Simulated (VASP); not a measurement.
# Al2Au (P1) in VASP: further runs

Al2Au is run at these levels: PBE, PBEsol; tasks: single point.

Everything below comes from runs of VASP 6.6.1. Logs are shortened: lines on timing, memory, paths and dates and some standing lists are left out, and cuts for length are marked.

### Step 1. The cell of the first run

The typed cell holds 3 atoms: a = 4.243 Å, b = 4.243 Å, c = 4.243 Å, α = 60.00°, β = 60.00°, γ = 60.00°.

### Step 2. Single point, PBE

The input, INCAR:

```
  PREC = Accurate
  ENCUT = 520
  EDIFF = 1E-6
  ISMEAR = 1
  SIGMA = 0.05
  LREAL = False
  LASPH = True
  NELM = 60
  ALGO = Fast
  ISIF = 2
  LWAVE = False
  LCHARG = True
  GGA = PE
  LELF = True
  LVHAR = True
  NBANDS = 16
```

The input, KPOINTS:

```
Automatic mesh
0
Gamma
  7 7 7
```

The input, POSCAR:

```
Al2Au
1.0
    0.0000000000      3.0000000000      3.0000000000
    3.0000000000      0.0000000000      3.0000000000
    3.0000000000      3.0000000000      0.0000000000
Au Al
1 2
Direct
   -0.0093480000     -0.0091520000      0.0113400000
    0.7310250000      0.7567500000      0.7631390000
    0.2417210000      0.2516200000      0.2599490000
```

Potentials or basis: VASP PAW PBE potentials, release 64 (Au, Al).

Command:

```
$ cat potpaw_PBE.64/Au/POTCAR potpaw_PBE.64/Al/POTCAR > POTCAR
$ mpirun -np 1 vasp_std > vasp.out
```

OUTCAR:

```text
PREC = Accurate
   ENCUT = 520
   EDIFF = 1E-6
   ISMEAR = 1
   LREAL = False
   LASPH = True
   NELM = 60
   ISIF = 2
   GGA = PE

 ion  position               nearest neighbor table
   1  0.991  0.991  0.011-   3 2.56   2 2.57   2 2.57   3 2.59   3 2.60   2 2.61   3 2.63   2 2.65

   2  0.731  0.757  0.763-   1 2.57   1 2.57   1 2.61   1 2.65   3 2.98   3 2.98   3 2.98   3 3.02
                             3 3.02   3 3.03
   3  0.242  0.252  0.260-   1 2.56   1 2.59   1 2.60   1 2.63   2 2.98   2 2.98   2 2.98   2 3.02
                             2 3.02   2 3.03

  LATTYP: Found a face centered cubic cell.
 ALAT       =     6.0000000000

  Lattice vectors:

 A1 = (   0.0000000000,   3.0000000000,   3.0000000000)
 A2 = (   3.0000000000,   0.0000000000,   3.0000000000)
 A3 = (   3.0000000000,   3.0000000000,   0.0000000000)

Analysis of symmetry for initial positions (statically):
=====================================================================
 Subroutine PRICEL returns:
 Original cell was already a primitive cell.

 Routine SETGRP: Setting up the symmetry group for a
 face centered cubic supercell.

 Subroutine GETGRP returns: Found  1 space group operations
 (whereof  1 operations were pure point group operations)
 out of a pool of 48 trial point group operations.

The static configuration has the point symmetry C_1 .

Analysis of symmetry for dynamics (positions and initial velocities):
=====================================================================
 Subroutine PRICEL returns:
 Original cell was already a primitive cell.

 Routine SETGRP: Setting up the symmetry group for a
 face centered cubic supercell.

 Subroutine GETGRP returns: Found  1 space group operations
 (whereof  1 operations were pure point group operations)
 out of a pool of 48 trial point group operations.

The dynamic configuration has the point symmetry C_1 .

 Subroutine INISYM returns: Found  1 space group operations
 (whereof  1 operations are pure point group operations),
 and found     1 'primitive' translations

----------------------------------------------------------------------------------------

                                     Primitive cell

  volume of cell :      54.0000

  direct lattice vectors                    reciprocal lattice vectors
     0.000000000  3.000000000  3.000000000    -0.166666667  0.166666667  0.166666667
     3.000000000  0.000000000  3.000000000     0.166666667 -0.166666667  0.166666667
     3.000000000  3.000000000  0.000000000     0.166666667  0.166666667 -0.166666667

  length of vectors
     4.242640687  4.242640687  4.242640687     0.288675135  0.288675135  0.288675135

  position of ions in fractional coordinates (direct lattice)
     0.990652000  0.990848000  0.011340000
     0.731025000  0.756750000  0.763139000
     0.241721000  0.251620000  0.259949000

  ion indices of the primitive-cell ions
   primitive index   ion index
                 1           1
                 2           2
                 3           3

----------------------------------------------------------------------------------------

 KPOINTS: Automatic mesh

Automatic generation of k-mesh.
 Grid dimensions read from file:
 generate k-points for:    7    7    7

 Generating k-lattice:

  Cartesian coordinates                     Fractional coordinates (reciprocal lattice)
    -0.023809524  0.023809524  0.023809524     0.142857143  0.000000000  0.000000000
     0.023809524 -0.023809524  0.023809524     0.000000000  0.142857143  0.000000000
     0.023809524  0.023809524 -0.023809524     0.000000000  0.000000000  0.142857143

  Length of vectors
     0.041239305  0.041239305  0.041239305

  Shift w.r.t. Gamma in fractional coordinates (k-lattice)
     0.000000000  0.000000000  0.000000000

 Subroutine IBZKPT returns following result:
 ===========================================

 Found    172 irreducible k-points:

 Following reciprocal coordinates:
            Coordinates               Weight
  0.000000  0.000000  0.000000      1.000000
  0.142857  0.000000  0.000000      2.000000
  0.000000  0.142857  0.000000      2.000000
  0.000000  0.000000  0.142857      2.000000
  0.142857  0.142857  0.142857      2.000000
  0.285714  0.000000  0.000000      2.000000
[... 16 lines left out ...]
  0.142857 -0.142857 -0.142857      2.000000
  0.285714  0.285714  0.142857      2.000000
 [... further k-points ...]
   k-points           NKPTS =    172   k-points in BZ     NKDIM =    172   number of bands    NBANDS=     16
   number of dos      NEDOS =    301   number of ions     NIONS =      3
   total plane-waves  NPLWV =  32768
   dimension x,y,z NGX =    32 NGY =   32 NGZ =   32
   dimension x,y,z NGXF=    64 NGYF=   64 NGZF=   64
   ions per type =               1   2
   NGX,Y,Z   is equivalent  to a cutoff of  12.54, 12.54, 12.54 a.u.
   NGXF,Y,Z  is equivalent  to a cutoff of  25.08, 25.08, 25.08 a.u.
 SYSTEM =  unknown system
   PREC   = accura    normal or accurate (medium, high low for compatibility)
   ISTART =      0    job   : 0-new  1-cont  2-samecut
   ICHARG =      2    charge: 1-file 2-atom 10-const
   ISPIN  =      1    spin polarized calculation?
   LNONCOLLINEAR =      F non collinear calculations
   LSORBIT =      F    spin-orbit coupling
   LASPH  =      T    aspherical Exc in radial PAW
   ENCUT  =  520.0 eV  38.22 Ry    6.18 a.u.   7.89  7.89  7.89*2*pi/ulx,y,z
   NELM   =     60;   NELMIN=  2; NELMDL= -5     # of ELM steps
   EDIFF  = 0.1E-05   stopping-criterion for ELM
   LREAL  =      F    real-space projection
   EDIFFG = 0.1E-04   stopping-criterion for IOM
   NSW    =      0    number of steps for IOM
   IBRION =     -1    ionic relax: 0-MD 1-quasi-New 2-CG
   NFREE  =      0    steps in history (QN), initial steepest desc. (CG)
   ISIF   =      2    stress and relaxation
   ISYM   =      2    0-nonsym 1-usesym 2-fastsym
   POTIM  = 0.5000    time-step for ionic-motion
   TEBEG  =    0.0;   TEEND  =   0.0 temperature during run
   PSTRESS=    0.0 pullay stress
   NELECT =      17.0000    total number of electrons
   NUPDOWN=      -1.0000    fix difference up-down
   EMIN   =  10.00;   EMAX   =-10.00  energy-range for DOS
   EFERMI =   0.00;   METHOD = LEGACY
   ISMEAR =     1;   SIGMA  =   0.05  broadening in eV -4-tet -1-fermi 0-gaus
   EFERMI_NEDOS =   21; number of points for ismear=-14 and -15
   IALGO  =     68    algorithm
   IMIX   =      4    mixing-type and parameters
     AMIX     =   0.40;   BMIX     =  1.00
     AMIX_MAG =   1.60;   BMIX_MAG =  1.00
  volume/ion in A,a.u.               =      18.00       121.47
  Fermi-wavevector in a.u.,A,eV,Ry     =   1.113679  2.104547 16.875035  1.240280
  Thomas-Fermi vector in A             =   2.250266
   LORBIT       =      0    0 simple, 1 ext, 2 COOP (PROOUT), +10 PAW based schemes
   GGA     = PE    functional components
   LHFCALC =     F    Hartree Fock is set to
   AEXX    =    0.0000 exact exchange contribution
   IVDW    =     0    specifies the selected vdW correction
   LEPSILON=     F    determine dielectric tensor
   LRPA    =     F    only Hartree local field effects (RPA)
 non-spin polarized calculation
 RMM-DIIS sequential band-by-band and
 Methfessel and Paxton  Order N= 1 SIGMA  =   0.05
  energy-cutoff  :      520.00
  volume of cell :       54.00
 maximum number of plane-waves:      1468
   NGX = 15   NGY = 15   NGZ = 15

 number of electron      16.9999999 magnetization

 Free energy of the ion-electron system (eV)
  ---------------------------------------------------
  ext. energy  EPLUGINS =         0.00000000
  ---------------------------------------------------
  free energy    TOTEN  =       -11.98927853 eV

  energy without entropy =      -11.98886698  energy(sigma->0) =      -11.98914135

 E-fermi :   7.7804     XC(G=0): -10.5255

 val. band max:        7.7730479664   @ k =   0.1429   0.1429  -0.4286
 cond. band min:       7.8260963764   @ k =   0.1429  -0.4286   0.0000
 fundamental gap:      0.0530484099
 Fermi energy:         7.7803861105

 k-point     1 :       0.0000    0.0000    0.0000
  band No.  band energies     occupation
      1      -2.7561      2.00000
      2       1.1709      2.00000
      3       1.1995      2.00000
      4       1.2049      2.00000
      5       2.1483      2.00000
      6       2.1498      2.00000
[... 8 lines left out ...]
     15      13.5192      0.00000
     16      13.6059      0.00000

 k-point     2 :       0.1429    0.0000    0.0000
  band No.  band energies     occupation
      1      -2.4871      2.00000
      2       1.0862      2.00000
      3       1.2678      2.00000
      4       1.2726      2.00000
      5       2.1342      2.00000
      6       2.1355      2.00000
[... 8 lines left out ...]
     15      13.1273      0.00000
     16      13.3643      0.00000

 k-point     3 :       0.0000    0.1429    0.0000
  band No.  band energies     occupation
      1      -2.4918      2.00000
      2       1.1177      2.00000
      3       1.2398      2.00000
      4       1.2610      2.00000
      5       2.1375      2.00000
      6       2.1409      2.00000
[... 8 lines left out ...]
     15      13.2257      0.00000
     16      13.3037      0.00000

 k-point     4 :       0.0000    0.0000    0.1429
  band No.  band energies     occupation
      1      -2.4913      2.00000
      2       1.1166      2.00000
      3       1.2412      2.00000
      4       1.2614      2.00000
      5       2.1367      2.00000
      6       2.1408      2.00000
[... 8 lines left out ...]
     15      13.2240      0.00000
     16      13.2935      0.00000

 k-point     5 :       0.1429    0.1429    0.1429
  band No.  band energies     occupation
      1      -2.4910      2.00000
      2       1.1135      2.00000
      3       1.2407      2.00000
      4       1.2655      2.00000
      5       2.1377      2.00000
      6       2.1393      2.00000
[... 8 lines left out ...]
     15      13.2210      0.00000
     16      13.3057      0.00000

 k-point     6 :       0.2857    0.0000    0.0000
  band No.  band energies     occupation
      1      -1.7313      2.00000
      2       0.9465      2.00000
      3       1.3969      2.00000
      4       1.4000      2.00000
      5       2.1507      2.00000
      6       2.1519      2.00000
[... 8 lines left out ...]
     15      14.5532      0.00000
     16      14.7017      0.00000

 k-point     7 :       0.0000    0.2857    0.0000
  band No.  band energies     occupation
      1      -1.7550      2.00000
      2       0.9915      2.00000
      3       1.3613      2.00000
      4       1.3687      2.00000
      5       2.1593      2.00000
      6       2.1716      2.00000
[... 8 lines left out ...]
     15      14.5578      0.00000
     16      14.6812      0.00000

 k-point     8 :       0.0000    0.0000    0.2857
  band No.  band energies     occupation
      1      -1.7526      2.00000
      2       0.9886      2.00000
      3       1.3644      2.00000
      4       1.3704      2.00000
      5       2.1572      2.00000
      6       2.1706      2.00000
[... 8 lines left out ...]
     15      14.5580      0.00000
     16      14.6855      0.00000

 k-point     9 :       0.2857    0.2857    0.2857
  band No.  band energies     occupation
      1      -1.7511      2.00000
      2       0.9848      2.00000
      3       1.3652      2.00000
      4       1.3746      2.00000
      5       2.1574      2.00000
      6       2.1690      2.00000
[... 8 lines left out ...]
     15      14.5557      0.00000
     16      14.6857      0.00000
[... 172 lines left out ...]
 k-point    19 :       0.1429    0.0000    0.2857
  band No.  band energies     occupation
      1      -1.8050      2.00000
      2       0.9102      2.00000
      3       1.4088      2.00000
      4       1.4311      2.00000
      5       2.0028      2.00000
      6       2.2612      2.00000
[... 8 lines left out ...]
     15      15.5423      0.00000
     16      15.6016      0.00000

 k-point    20 :       0.1429    0.1429   -0.1429
  band No.  band energies     occupation
      1      -1.8020      2.00000
      2       0.9070      2.00000
      3       1.4194      2.00000
      4       1.4304      2.00000
      5       2.0021      2.00000
      6       2.2549      2.00000
[... 8 lines left out ...]
     15      15.5433      0.00000
     16      15.5910      0.00000

 k-point    21 :       0.2857    0.1429    0.2857
  band No.  band energies     occupation
      1      -1.8006      2.00000
      2       0.9060      2.00000
      3       1.4225      2.00000
      4       1.4307      2.00000
      5       2.0005      2.00000
      6       2.2539      2.00000
[... 8 lines left out ...]
     15      15.5525      0.00000
     16      15.5791      0.00000

 k-point    22 :       0.1429    0.2857    0.0000
  band No.  band energies     occupation
      1      -1.8063      2.00000
      2       0.9104      2.00000
      3       1.4085      2.00000
      4       1.4297      2.00000
      5       2.0045      2.00000
      6       2.2616      2.00000
[... 8 lines left out ...]
     15      15.5496      0.00000
     16      15.5927      0.00000

 k-point    23 :       0.1429   -0.1429   -0.1429
  band No.  band energies     occupation
      1      -1.7921      2.00000
      2       0.8884      2.00000
      3       1.4310      2.00000
      4       1.4523      2.00000
      5       1.9922      2.00000
      6       2.2480      2.00000
[... 8 lines left out ...]
     15      15.5666      0.00000
     16      15.5998      0.00000

 k-point    24 :       0.2857    0.2857    0.1429
  band No.  band energies     occupation
      1      -1.8010      2.00000
      2       0.9050      2.00000
      3       1.4216      2.00000
      4       1.4317      2.00000
      5       2.0014      2.00000
      6       2.2541      2.00000
[... 8 lines left out ...]
     15      15.5449      0.00000
     16      15.5926      0.00000

 [... further k-points ...]
[... 5 lines left out ...]
  --------------------------------------------------------------------------------------
  -------------------------------------------------------------------------------------
  Total        1.0790712      1.0993429      1.0957067     -0.1148774      0.1448418     -0.1087454
  in kB       32.0159883     32.6174486     32.5095647     -3.4084062      4.2974494     -3.2264701
  external PRESSURE =      32.3810005 kB  Pullay stress =       0.0000000 kB

 VOLUME and BASIS-vectors are now :
 -----------------------------------------------------------------------------
  energy-cutoff  :      520.00
  volume of cell :       54.00
      direct lattice vectors                 reciprocal lattice vectors
     0.000000000  3.000000000  3.000000000    -0.166666667  0.166666667  0.166666667
     3.000000000  0.000000000  3.000000000     0.166666667 -0.166666667  0.166666667
     3.000000000  3.000000000  0.000000000     0.166666667  0.166666667 -0.166666667

 POSITION                                       TOTAL-FORCE (eV/Angst)
 -----------------------------------------------------------------------------------
      3.00656      3.00598      5.94450         0.342834     -0.105622      0.215018
      4.55967      4.48249      4.46332        -0.252311      0.114571     -0.039479
      1.53471      1.50501      1.48002        -0.090523     -0.008950     -0.175539
 -----------------------------------------------------------------------------------
    total drift:                                0.000008      0.000041     -0.000071

  FREE ENERGIE OF THE ION-ELECTRON SYSTEM (eV)
  ---------------------------------------------------
  free  energy   TOTEN  =       -11.9892785292 eV

  energy  without entropy=      -11.9888669834  energy(sigma->0) =      -11.98914135
```

Wall time 67 s (1 thread of Intel Xeon 6975P-C (Granite Rapids), shared host); peak memory 0.27 GiB.

Results:

```
Free energy   : -11.9893 eV
Pressure      : 3.2 GPa
Largest force : 0.418 eV/Å
```

Forces in eV/Å, atoms in the order of the input:
```
Au   0.343 -0.106  0.215
Al  -0.252  0.115 -0.039
Al  -0.091 -0.009 -0.176
```

Stress tensor (GPa, compression positive):
```
 3.20 -0.34 -0.32
-0.34  3.26  0.43
-0.32  0.43  3.25
```

Levels at points of the mesh, in eV from the Fermi level:
```
           k point  band 5  band 6  band 7  band 8  band 9  band 10  band 11  band 12  band 13  band 14
(0.00, 0.00, 0.00)   -5.63   -5.63    2.25    2.91    2.99     2.99     3.92     3.94     3.95     5.73
```

Caveat: spin-orbit coupling is left out, which moves the levels of the heavy elements.

### Step 3. Single point, PBEsol

The input, INCAR:

```
SYSTEM = Al2Au
ALGO = Normal
EDIFF = 1E-6
ENCUT = 520
GGA = PS
ISIF = 2
ISMEAR = -1
LASPH = .True.
LCHARG = .False.
LREAL = .False.
LWAVE = .False.
NBANDS = 16
NELM = 60
PREC = Accurate
SIGMA = 0.05
```

The input, KPOINTS:

```
k-points
0
Gamma
  6 6 6
  0 0 0
```

POSCAR is that of step 2.

Potentials or basis: VASP PAW PBE potentials, release 64 (Au, Al).

Command:

```
$ cat potpaw_PBE.64/Au/POTCAR potpaw_PBE.64/Al/POTCAR > POTCAR
$ mpirun -np 1 vasp_std > vasp.out
```

Run time: 33 s. Hardware: 1 thread of Intel Xeon 6975P-C (Granite Rapids), shared host; peak memory 0.24 GiB.

It converged, with:

```
Free energy   : -13.4692 eV
Pressure      : 0.2 GPa
Largest force : 0.395 eV/Å
```

Forces in eV/Å, atoms in the order of the input:
```
Au   0.324 -0.100  0.203
Al  -0.234  0.104 -0.042
Al  -0.090 -0.004 -0.162
```

Stress tensor (GPa, compression positive):
```
 0.16 -0.40 -0.39
-0.40  0.22  0.50
-0.39  0.50  0.19
```

Levels at points of the mesh, in eV from the Fermi level:
```
           k point  band 7  band 8  band 9  band 10  band 11  band 12
(0.00, 0.00, 0.00)    2.37    2.97    3.04     3.04     4.03     4.04
(0.50, 0.00, 0.00)   -5.42    0.42    0.44     3.36     3.71     3.94
(0.00, 0.50, 0.00)   -5.34    0.42    0.53     3.33     3.69     3.87
(0.00, 0.00, 0.50)   -5.35    0.41    0.53     3.31     3.69     3.89
(0.50, 0.50, 0.50)   -5.35    0.41    0.53     3.33     3.69     3.87
(0.50, 0.50, 0.00)   -4.94   -2.01   -2.01     1.39     2.13     7.76
(0.00, 0.50, 0.50)   -4.94   -2.02   -2.01     1.39     2.13     7.76
(0.50, 0.00, 0.50)   -4.95   -2.02   -2.01     1.39     2.13     7.76
```

Caveat: the PAW data sets were made with another functional, which shifts forces and pressure a little; spin-orbit coupling is left out, which moves the levels of the heavy elements.

### Step 4. Single point, PBEsol

The input, INCAR:

```
ALGO = Normal
EDIFF = 1E-7
ENCUT = 520
GGA = PS
ISIF = 2
ISMEAR = -1
LASPH = T
LCHARG = F
LREAL = F
LWAVE = F
NBANDS = 16
NELM = 100
PREC = Accurate
SIGMA = 0.05
```

The input, KPOINTS:

```
k-points
0
Gamma
  6 6 6
```

POSCAR is that of step 3.

Command:

```
$ cat potpaw_PBE.64/Au/POTCAR potpaw_PBE.64/Al/POTCAR > POTCAR
$ mpirun -np 1 vasp_std > vasp.out
```

Run time: 36 s. Hardware: 1 thread of Intel Xeon 6975P-C (Granite Rapids), shared host; peak memory 0.23 GiB.

The run converged. Its results:

- Free energy: -13.4692 eV
- Pressure: 0.2 GPa
- Largest force: 0.395 eV/Å

Forces on the atoms (eV/Å):
```
Au   0.324 -0.100  0.203
Al  -0.234  0.104 -0.041
Al  -0.090 -0.004 -0.161
```

Stress tensor (GPa, compression positive):
```
 0.14 -0.40 -0.39
-0.40  0.20  0.50
-0.39  0.50  0.17
```

Levels at points of the mesh, in eV from the Fermi level:
```
           k point  band 7  band 8  band 9  band 10  band 11  band 12
(0.00, 0.00, 0.00)    2.37    2.97    3.04     3.04     4.03     4.04
(0.50, 0.00, 0.00)   -5.42    0.42    0.44     3.36     3.71     3.94
(0.00, 0.50, 0.00)   -5.34    0.42    0.53     3.33     3.69     3.87
(0.00, 0.00, 0.50)   -5.35    0.41    0.53     3.31     3.69     3.89
(0.50, 0.50, 0.50)   -5.35    0.41    0.53     3.33     3.69     3.87
(0.50, 0.50, 0.00)   -4.94   -2.01   -2.01     1.39     2.13     7.76
(0.00, 0.50, 0.50)   -4.94   -2.02   -2.01     1.39     2.13     7.76
(0.50, 0.00, 0.50)   -4.95   -2.02   -2.01     1.39     2.13     7.76
```

Caveat: the PAW data sets were made with another functional, which shifts forces and pressure a little; spin-orbit coupling is left out, which moves the levels of the heavy elements.
